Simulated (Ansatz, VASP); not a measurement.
Two plane-wave programs on MnO

```
Mn O
1.0
     0.00000    2.22300    2.22300
     2.22300    0.00000    2.22300
     2.22300    2.22300    0.00000
Mn O
1 1
Cartesian
  0.0000 0.0000 0.0000
  2.2230 2.2230 2.2230
```

Alike in both runs: task single point; functional PBE; k mesh 13 × 13 × 13; occupations fermi-dirac, width 0.15 eV; collinear spin; Hubbard terms Mn d U = 6.0 eV.

```csv
,VASP,Ansatz
version,VASP 6.6.1,Ansatz 0.2.0
potentials or method,"VASP PAW PBE potentials, release 64 (Mn_sv, O), cutoff 600 eV","plane waves, PAW"
valence electrons in the cell,21,21
```

```csv
,VASP,Ansatz,Ansatz less VASP
net moment per atom (μB),2.50,2.50,0.000
size of the moment on the site where the two differ most (μB),4.59,4.31,-0.280
```

Site moments also hang on the region over which each program counts them. The programs project onto different local orbitals, so the same U acts differently, and such runs can settle in different states. Ansatz's warnings: filled band counts differ across k points.
